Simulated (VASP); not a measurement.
# AlCo3 (Pm-3m) in VASP: notebook

Runs on AlCo3. Level: PBEsol. Tasks: single point.

Everything below comes from runs of VASP 6.6.1. Logs are shortened: lines on timing, memory, paths and dates and some standing lists are left out, and cuts for length are marked.

## (1) The cell of the first run

It takes space group Pm-3m (No. 221, cubic). The conventional cell has a = 3.575 Å, b = 3.575 Å, c = 3.575 Å, α = 90.00°, β = 90.00°, γ = 90.00°. Al (site symmetry m-3m) has 12 Co at 2.53 Å within 3.3 Å. Within 3.3 Å of Co (site symmetry 4/mmm) lie 4 Al at 2.53 Å and 8 Co at 2.53 Å.

## (2) Single point, PBEsol, collinear spin, ferromagnetic start

Input file INCAR:

```
PREC = Accurate
ENCUT = 520
EDIFF = 1E-6
ISMEAR = 0
SIGMA = 0.1
LREAL = False
LASPH = True
NELM = 150
ALGO = Normal
ISIF = 2
LWAVE = False
LCHARG = False
ISPIN = 2
MAGMOM = 0 1.48 1.48 1.48
LORBIT = 11
LMAXMIX = 4
GGA = PS
NBANDS = 27
```

Input file KPOINTS:

```
regular mesh
0
Gamma
  1 1 1
```

Input file POSCAR:

```
AlCo3
1.0
    3.5749480000      0.0000000000      0.0000000000
    0.0000000000      3.5749480000      0.0000000000
    0.0000000000      0.0000000000      3.5749480000
Al Co
1 3
Direct
    0.0000000000      0.0000000000      0.0000000000
    0.5000000000      0.5000000000      0.0000000000
    0.5000000000      0.0000000000      0.5000000000
    0.0000000000      0.5000000000      0.5000000000
```

Potentials or basis: VASP PAW PBE potentials, release 64 (Al, Co).

The run is started by

```console
> cat potpaw_PBE.64/Al/POTCAR potpaw_PBE.64/Co/POTCAR > POTCAR
> mpirun -np 1 vasp_gam > vasp.out
```

OUTCAR:

```text
PREC = Accurate
   ENCUT = 520
   EDIFF = 1E-6
   ISMEAR = 0
   LREAL = False
   LASPH = True
   NELM = 150
   ISIF = 2
   ISPIN = 2
   LORBIT = 11
   GGA = PS

 ion  position               nearest neighbor table
   1  0.000  0.000  0.000-   2 2.53   3 2.53   4 2.53   3 2.53   4 2.53   2 2.53   4 2.53   4 2.53
                             2 2.53   3 2.53   3 2.53   2 2.53
   2  0.500  0.500  0.000-   1 2.53   3 2.53   4 2.53   3 2.53   4 2.53   1 2.53   3 2.53   3 2.53
                             1 2.53   4 2.53   4 2.53   1 2.53
   3  0.500  0.000  0.500-   1 2.53   2 2.53   4 2.53   1 2.53   2 2.53   2 2.53   4 2.53   2 2.53
                             1 2.53   4 2.53   1 2.53   4 2.53
   4  0.000  0.500  0.500-   1 2.53   2 2.53   3 2.53   1 2.53   2 2.53   1 2.53   3 2.53   1 2.53
                             2 2.53   3 2.53   2 2.53   3 2.53

  LATTYP: Found a simple cubic cell.
 ALAT       =     3.5749480000

  Lattice vectors:

 A1 = (   3.5749480000,   0.0000000000,   0.0000000000)
 A2 = (   0.0000000000,   3.5749480000,   0.0000000000)
 A3 = (   0.0000000000,   0.0000000000,   3.5749480000)

Analysis of symmetry for initial positions (statically):
=====================================================================
 Subroutine PRICEL returns:
 Original cell was already a primitive cell.

 Routine SETGRP: Setting up the symmetry group for a
 simple cubic supercell.

 Subroutine GETGRP returns: Found 48 space group operations
 (whereof 48 operations were pure point group operations)
 out of a pool of 48 trial point group operations.

The static configuration has the point symmetry O_h .

Analysis of symmetry for dynamics (positions and initial velocities):
=====================================================================
 Subroutine PRICEL returns:
 Original cell was already a primitive cell.

 Routine SETGRP: Setting up the symmetry group for a
 simple cubic supercell.

 Subroutine GETGRP returns: Found 48 space group operations
 (whereof 48 operations were pure point group operations)
 out of a pool of 48 trial point group operations.

The dynamic configuration has the point symmetry O_h .

Analysis of structural, dynamic, and magnetic symmetry:
=====================================================================
 Subroutine PRICEL returns:
 Original cell was already a primitive cell.

 Routine SETGRP: Setting up the symmetry group for a
 simple cubic supercell.

 Subroutine GETGRP returns: Found 48 space group operations
 (whereof 48 operations were pure point group operations)
 out of a pool of 48 trial point group operations.

The overall configuration has the point symmetry O_h .

 Subroutine INISYM returns: Found 48 space group operations
 (whereof 48 operations are pure point group operations),
 and found     1 'primitive' translations

----------------------------------------------------------------------------------------

                                     Primitive cell

  volume of cell :      45.6887

  direct lattice vectors                    reciprocal lattice vectors
     3.574948000  0.000000000  0.000000000     0.279724348  0.000000000  0.000000000
     0.000000000  3.574948000  0.000000000     0.000000000  0.279724348  0.000000000
     0.000000000  0.000000000  3.574948000     0.000000000  0.000000000  0.279724348

  length of vectors
     3.574948000  3.574948000  3.574948000     0.279724348  0.279724348  0.279724348

  position of ions in fractional coordinates (direct lattice)
     0.000000000  0.000000000  0.000000000
     0.500000000  0.500000000  0.000000000
     0.500000000  0.000000000  0.500000000
     0.000000000  0.500000000  0.500000000

  ion indices of the primitive-cell ions
   primitive index   ion index
                 1           1
                 2           2
                 3           3
                 4           4

----------------------------------------------------------------------------------------

 KPOINTS: regular mesh

Automatic generation of k-mesh.
 Grid dimensions read from file:
[... 51 lines left out ...]

 spin component 1

 k-point     1 :       0.0000    0.0000    0.0000
  band No.  band energies     occupation
      1       0.0285      1.00000
      2       4.7673      1.00000
      3       5.9664      1.00000
      4       5.9664      1.00000
      5       6.1229      1.00000
      6       6.1229      1.00000
      7       6.1229      1.00000
      8       8.7193      1.00000
      9       8.7193      1.00000
     10       8.7193      1.00000
     11       8.8712      1.00000
     12       8.8712      1.00000
     13       9.5315      1.00000
     14       9.5315      1.00000
     15       9.5315      1.00000
     16       9.5422      1.00000
     17      10.8067      0.52956
     18      10.8067      0.52956
     19      10.8067      0.52956
     20      16.7275      0.00000
     21      16.7275      0.00000
     22      17.1160      0.00000
     23      21.8000      0.00000
     24      21.8000      0.00000
     25      21.8000      0.00000
     26      23.9096      0.00000
     27      23.9096      0.00000
 Fermi energy:        10.8119367336

 spin component 2

 k-point     1 :       0.0000    0.0000    0.0000
  band No.  band energies     occupation
      1       0.0231      1.00000
      2       5.8134      1.00000
      3       7.1783      1.00000
      4       7.1783      1.00000
      5       7.6897      1.00000
      6       7.6897      1.00000
      7       7.6897      1.00000
      8      10.0195      1.00000
      9      10.0195      1.00000
     10      10.0196      1.00000
     11      10.8051      0.53854
     12      10.8051      0.53853
     13      10.8051      0.53852
     14      10.8302      0.39790
     15      10.8303      0.39782
     16      11.7544      0.00000
     17      11.8367      0.00000
     18      11.8367      0.00000
     19      11.8367      0.00000
     20      17.6464      0.00000
     21      17.6465      0.00000
     22      17.8813      0.00000
     23      21.8554      0.00000
     24      21.8554      0.00000
     25      21.8554      0.00000
     26      24.0956      0.00000
     27      24.0956      0.00000

------------------------ aborting loop because EDIFF is reached ----------------------------------------

  FORCE on cell =-STRESS in cart. coord.  units (eV):
  Direction    XX          YY          ZZ          XY          YZ          ZX
  --------------------------------------------------------------------------------------
  -------------------------------------------------------------------------------------
  Total        2.5134514      2.5134514      2.5134514      0.0000000      0.0000000      0.0000000
  in kB       88.1397640     88.1397640     88.1397640      0.0000000      0.0000000      0.0000000
  external PRESSURE =      88.1397640 kB  Pullay stress =       0.0000000 kB

 VOLUME and BASIS-vectors are now :
 -----------------------------------------------------------------------------
  energy-cutoff  :      520.00
  volume of cell :       45.69
      direct lattice vectors                 reciprocal lattice vectors
     3.574948000  0.000000000  0.000000000     0.279724348  0.000000000  0.000000000
     0.000000000  3.574948000  0.000000000     0.000000000  0.279724348  0.000000000
     0.000000000  0.000000000  3.574948000     0.000000000  0.000000000  0.279724348

 POSITION                                       TOTAL-FORCE (eV/Angst)
 -----------------------------------------------------------------------------------
      0.00000      0.00000      0.00000         0.000000      0.000000      0.000000
      1.78747      1.78747      0.00000         0.000000      0.000000      0.000000
      1.78747      0.00000      1.78747         0.000000      0.000000      0.000000
      0.00000      1.78747      1.78747         0.000000      0.000000      0.000000
 -----------------------------------------------------------------------------------
    total drift:                                0.000000      0.000000      0.000000

  FREE ENERGIE OF THE ION-ELECTRON SYSTEM (eV)
  ---------------------------------------------------
  free  energy   TOTEN  =       -21.4265599583 eV

  energy  without entropy=      -21.2033708948  energy(sigma->0) =      -21.31496543

 total charge

# of ion       s       p       d       tot
------------------------------------------
    1        0.312   0.462   0.000   0.774
    2        0.417   0.464   7.439   8.319
    3        0.417   0.464   7.439   8.319
    4        0.417   0.464   7.439   8.319
--------------------------------------------------
tot          1.562   1.854  22.317  25.732

 magnetization (x)

# of ion       s       p       d       tot
------------------------------------------
    1       -0.014  -0.014   0.000  -0.028
    2       -0.014   0.004   1.800   1.790
    3       -0.014   0.004   1.800   1.790
    4       -0.014   0.004   1.800   1.790
--------------------------------------------------
tot         -0.055  -0.004   5.399   5.341
```

Run time: 2.1 min. Hardware: 1 thread of Intel Xeon 8259CL, shared host; peak memory 0.17 GiB.

Results:

```
Free energy                                           : -21.4266 eV
Pressure                                              : 8.8 GPa
Net moment                                            : 5.17 μB per cell
Site moments                                          : Al -0.03; Co +1.79 μB
Valence electrons inside the program's atomic spheres : Al 0.77; Co 8.32
```

Levels at points of the mesh, in eV from the Fermi level:
Spin up:
| k point | band 16 | band 17 | band 18 | band 19 | band 20 | band 21 | band 22 | band 23 |
| --- | --- | --- | --- | --- | --- | --- | --- | --- |
| (0.00, 0.00, 0.00) | -1.27 | -0.01 | -0.01 | -0.01 | 5.92 | 5.92 | 6.30 | 10.99 |
Spin down:
| k point | band 10 | band 11 | band 12 | band 13 | band 14 | band 15 | band 16 | band 17 |
| --- | --- | --- | --- | --- | --- | --- | --- | --- |
| (0.00, 0.00, 0.00) | -0.79 | -0.01 | -0.01 | -0.01 | 0.02 | 0.02 | 0.94 | 1.02 |

Caveat: the k points lie up to 1.76 Å⁻¹ apart, too coarse for converged energies, forces and pressures; the PAW data sets were made with another functional, which shifts forces and pressure a little.

## (3) Single point, PBEsol, collinear spin, ferromagnetic start

Input file INCAR:

```
SYSTEM = AlCo3
PREC = Accurate
ENCUT = 520
EDIFF = 1E-7
ISMEAR = 0
SIGMA = 0.1
LREAL = .FALSE.
LASPH = .TRUE.
NELM = 150
ALGO = Fast
ISIF = 2
LWAVE = .FALSE.
LCHARG = .TRUE.
ISPIN = 2
MAGMOM = 0 1.48 1.48 1.48
LORBIT = 11
LMAXMIX = 4
GGA = PS
LELF = .TRUE.
LVHAR = .TRUE.
NBANDS = 27
```

Input file KPOINTS:

```
regular mesh
0
G
  2 2 2
  0 0 0
```

POSCAR is that of step 2.

Potentials or basis: VASP PAW PBE potentials, release 64 (Al, Co).

The run is started by

```console
> cat potpaw_PBE.64/Al/POTCAR potpaw_PBE.64/Co/POTCAR > POTCAR
> mpirun -np 1 vasp_std > vasp.out
```

Wall time 1.7 min (1 thread of Intel Xeon 8259CL, shared host); peak memory 0.17 GiB.

The run converged. Its results:

```
Free energy                                           : -28.0733 eV
Pressure                                              : -13.4 GPa
Net moment                                            : 1.61 μB per cell
Site moments                                          : Al -0.01; Co +0.53 μB
Valence electrons inside the program's atomic spheres : Al 0.81; Co 8.30
```

Levels at points of the mesh, in eV from the Fermi level:
Spin up:
```csv
k point,band 12,band 13,band 14,band 15,band 16,band 17,band 18,band 19,band 20,band 21
"(0.00, 0.00, 0.00)",-0.21,0.36,0.59,0.59,0.59,1.13,1.13,1.13,7.21,7.21
"(0.50, 0.00, 0.00)",-0.93,-0.82,-0.82,-0.58,-0.11,0.59,5.89,5.89,5.98,5.98
"(0.50, 0.50, 0.00)",-1.00,-0.93,-0.87,-0.70,-0.43,-0.28,1.48,1.48,8.46,8.57
"(0.50, 0.50, 0.50)",-1.04,-1.04,-0.81,-0.81,-0.03,0.38,0.38,0.38,3.78,4.76
```
Spin down:
```
           k point  band 11  band 12  band 13  band 14  band 15  band 16  band 17  band 18
(0.00, 0.00, 0.00)     0.47     0.47     0.74     0.97     0.97     0.97     1.19     1.19
(0.50, 0.00, 0.00)    -0.85    -0.28    -0.28    -0.28    -0.15     0.53     0.97     6.12
(0.50, 0.50, 0.00)    -0.58    -0.42    -0.42    -0.35    -0.07     0.14     0.37     1.86
(0.50, 0.50, 0.50)    -0.39    -0.39    -0.39     0.01     0.01     0.12     0.76     0.76
```

Caveat: the k points lie up to 0.88 Å⁻¹ apart, too coarse for converged energies, forces and pressures; the PAW data sets were made with another functional, which shifts forces and pressure a little.

## (4) Single point, PBEsol, collinear spin, ferromagnetic start

Input file INCAR:

```
PREC = Accurate
ENCUT = 520
EDIFF = 1E-7
ISMEAR = 0
SIGMA = 0.1
LREAL = False
LASPH = True
NELM = 150
ALGO = Normal
ISIF = 2
LWAVE = False
LCHARG = False
ISPIN = 2
MAGMOM = 0 1.48 1.48 1.48
LORBIT = 11
LMAXMIX = 4
GGA = PS
NBANDS = 27
```

Input file KPOINTS:

```
regular mesh
0
Gamma
  4 4 4
```

POSCAR is that of step 3.

The run is started by

```console
> cat potpaw_PBE.64/Al/POTCAR potpaw_PBE.64/Co/POTCAR > POTCAR
> mpirun -np 1 vasp_std > vasp.out
```

It took 2.2 min on 1 thread of Intel Xeon 8259CL, shared host; peak memory 0.17 GiB.

Results (log left out):

```
Free energy                                           : -27.9987 eV
Pressure                                              : -7.7 GPa
Net moment                                            : 3.77 μB per cell
Site moments                                          : Al -0.04; Co +1.30 μB
Valence electrons inside the program's atomic spheres : Al 0.82; Co 8.30
```

Levels at points of the mesh, in eV from the Fermi level:
Spin up:
```csv
k point,band 13,band 14,band 15,band 16,band 17,band 18,band 19,band 20,band 21,band 22
"(0.00, 0.00, 0.00)",-0.43,-0.19,-0.19,-0.19,0.82,0.82,0.82,6.69,6.69,7.18
"(0.50, 0.00, 0.00)",-1.44,-1.44,-1.38,-0.95,-0.19,5.51,5.51,5.59,5.59,6.46
"(0.50, 0.50, 0.00)",-1.68,-1.58,-1.18,-1.17,-0.71,0.77,0.77,8.14,8.18,8.18
"(0.50, 0.50, 0.50)",-1.88,-1.28,-1.28,-0.39,-0.39,-0.39,-0.32,3.40,4.20,4.20
```
Spin down:
```
           k point  band 11  band 12  band 13  band 14  band 15  band 16  band 17  band 18
(0.00, 0.00, 0.00)     0.57     0.57     0.82     0.82     0.82     1.00     1.16     1.16
(0.50, 0.00, 0.00)    -0.81    -0.23    -0.23    -0.23     0.02     0.65     1.16     5.88
(0.50, 0.50, 0.00)    -0.39    -0.39    -0.32    -0.32     0.08     0.08     0.24     1.98
(0.50, 0.50, 0.50)    -0.34    -0.34    -0.34    -0.21    -0.06    -0.06     0.97     0.97
```

Caveat: the k points lie up to 0.44 Å⁻¹ apart; the PAW data sets were made with another functional, which shifts forces and pressure a little.

## (5) Single point, PBEsol, collinear spin, ferromagnetic start

Input file INCAR:

```
ALGO = Normal
EDIFF = 1E-7
ENCUT = 520
GGA = PS
ISIF = 2
ISMEAR = 0
ISPIN = 2
LASPH = T
LCHARG = F
LMAXMIX = 4
LORBIT = 11
LREAL = F
LWAVE = F
MAGMOM = 0 1.48 1.48 1.48
NBANDS = 27
NELM = 150
PREC = Accurate
SIGMA = 0.1
```

Input file KPOINTS:

```
k-points
0
Gamma
  6 6 6
```

POSCAR is that of step 4.

The run is started by

```console
> cat potpaw_PBE.64/Al/POTCAR potpaw_PBE.64/Co/POTCAR > POTCAR
> mpirun -np 1 vasp_std > vasp.out
```

It took 84 s on 1 thread of Intel Xeon 8259CL, shared host; peak memory 0.19 GiB.

It converged, with:

```yaml
Free_energy: -27.9918 eV
Pressure: -7.8 GPa
Net_moment: 3.79 μB per cell
Site_moments: Al -0.04; Co +1.30 μB
Valence_electrons_inside_the_program's_atomic_spheres: Al 0.82; Co 8.30
```

Levels at points of the mesh, in eV from the Fermi level:
Spin up:
| k point | band 13 | band 14 | band 15 | band 16 | band 17 | band 18 | band 19 | band 20 | band 21 | band 22 |
| --- | --- | --- | --- | --- | --- | --- | --- | --- | --- | --- |
| (0.00, 0.00, 0.00) | -0.42 | -0.17 | -0.17 | -0.17 | 0.81 | 0.81 | 0.81 | 6.69 | 6.69 | 7.20 |
| (0.50, 0.00, 0.00) | -1.43 | -1.43 | -1.35 | -0.91 | -0.17 | 5.51 | 5.51 | 5.58 | 5.58 | 6.45 |
| (0.50, 0.50, 0.00) | -1.68 | -1.54 | -1.17 | -1.16 | -0.72 | 0.79 | 0.79 | 8.13 | 8.17 | 8.17 |
| (0.50, 0.50, 0.50) | -1.82 | -1.28 | -1.28 | -0.38 | -0.38 | -0.38 | -0.30 | 3.40 | 4.21 | 4.21 |
Spin down:
| k point | band 10 | band 11 | band 12 | band 13 | band 14 | band 15 | band 16 | band 17 |
| --- | --- | --- | --- | --- | --- | --- | --- | --- |
| (0.00, 0.00, 0.00) | -0.41 | 0.59 | 0.59 | 0.82 | 0.82 | 0.82 | 1.00 | 1.20 |
| (0.50, 0.00, 0.00) | -0.93 | -0.81 | -0.22 | -0.21 | -0.21 | 0.03 | 0.66 | 1.20 |
| (0.50, 0.50, 0.00) | -1.18 | -0.38 | -0.37 | -0.31 | -0.31 | 0.09 | 0.12 | 0.24 |
| (0.50, 0.50, 0.50) | -1.17 | -0.33 | -0.33 | -0.33 | -0.19 | -0.05 | -0.05 | 1.00 |

Caveat: the cell stands under tension; the PAW data sets were made with another functional, which shifts forces and pressure a little.

## (6) Single point, PBEsol, collinear spin, ferromagnetic start

Input file INCAR:

```
  PREC = Accurate
  ENCUT = 520
  EDIFF = 1E-7
  ISMEAR = 0
  SIGMA = 0.1
  LREAL = F
  LASPH = T
  NELM = 150
  ALGO = Normal
  ISIF = 2
  LWAVE = F
  LCHARG = F
  ISPIN = 2
  MAGMOM = 0 1.48 1.48 1.48
  LORBIT = 11
  LMAXMIX = 4
  GGA = PS
  NBANDS = 27
```

Input file KPOINTS:

```
Automatic mesh
0
Gamma
  6 6 6
  0.5 0.5 0.5
```

POSCAR is that of step 5.

Potentials or basis: VASP PAW PBE potentials, release 64 (Al, Co).

The run is started by

```console
> cat potpaw_PBE.64/Al/POTCAR potpaw_PBE.64/Co/POTCAR > POTCAR
> mpirun -np 1 vasp_std > vasp.out
```

It took 50 s on 1 thread of Intel Xeon 8259CL, shared host; peak memory 0.18 GiB.

Results (log left out):

| Item | Value |
| --- | --- |
| Free energy | -28.0006 eV |
| Pressure | -7.4 GPa |
| Net moment | 3.96 μB per cell |
| Site moments | Al -0.04; Co +1.35 μB |
| Valence electrons inside the program's atomic spheres | Al 0.82; Co 8.30 |

Levels at points of the mesh, in eV from the Fermi level:
Spin up:
| k point | band 13 | band 14 | band 15 | band 16 | band 17 | band 18 | band 19 | band 20 | band 21 | band 22 |
| --- | --- | --- | --- | --- | --- | --- | --- | --- | --- | --- |
| (0.08, 0.08, 0.08) | -0.76 | -0.76 | -0.59 | -0.28 | 0.73 | 1.11 | 1.11 | 7.18 | 7.18 | 7.79 |
Spin down:
| k point | band 11 | band 12 | band 13 | band 14 | band 15 | band 16 |
| --- | --- | --- | --- | --- | --- | --- |
| (0.08, 0.08, 0.08) | 0.16 | 0.16 | 0.53 | 0.53 | 0.86 | 1.01 |

Caveat: the cell stands under tension; the PAW data sets were made with another functional, which shifts forces and pressure a little.

## (7) Overview

```tsv
k mesh	gap on the mesh (eV)	pressure (GPa)	moment (μB)
1 × 1 × 1	-	8.8	5.17
2 × 2 × 2	none	-13.4	1.61
4 × 4 × 4	none	-7.7	3.77
6 × 6 × 6	none	-7.8	3.79
6 × 6 × 6, shifted	none	-7.4	3.96
```

Alike in all rows: task single point; level PBEsol; potentials or basis VASP PAW PBE potentials, release 64 (Al, Co); spin collinear, ferromagnetic start; cell as given; cutoff (eV) 520; smearing gaussian 0.1 eV.

Caveats: some runs use coarse meshes; the PAW data sets were made with another functional, which shifts forces and pressure a little; the cell stands under tension (at least some runs).

Total energies depend on the potentials used, so only differences within one code and one set of settings carry meaning.
